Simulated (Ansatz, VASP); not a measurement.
# Two plane-wave programs on Hg

```
Hg
1.0
     1.73000    0.99882    2.23400
    -1.73000    0.99882    2.23400
     0.00000   -1.99763    2.23400
Hg
1
Cartesian
  0.0000 0.0000 0.0000
```

Alike in both runs: task single point; functional PBE; k mesh 21 × 21 × 21; occupations gaussian, width 0.15 eV; no spin polarisation.

|  | VASP | Ansatz |
| --- | --- | --- |
| version | VASP 6.6.1 | Ansatz 0.2.0 |
| potentials or method | VASP PAW PBE potentials, release 64 (Hg), cutoff 520 eV | scalar-relativistic, plane waves, PAW |
| valence electrons in the cell | 12 | 20 |

Ansatz gave:

- gap on the k mesh at the Fermi level (eV): none
- pressure (GPa): 6.1
- traceless stress, the component that is largest in VASP (GPa): 0.51

Task: What did VASP give for the same quantities?

Result: gap on the k mesh at the Fermi level (eV): none; pressure (GPa): 6.5; traceless stress, the component that is largest in VASP (GPa): 0.70.

A gap of «none» marks a metal or a gap that the smearing closes. VASP's potentials hold 12 valence electrons a cell and Ansatz's 20, so a difference there can come from the potentials and not from the codes.

Spin-orbit coupling is off throughout.
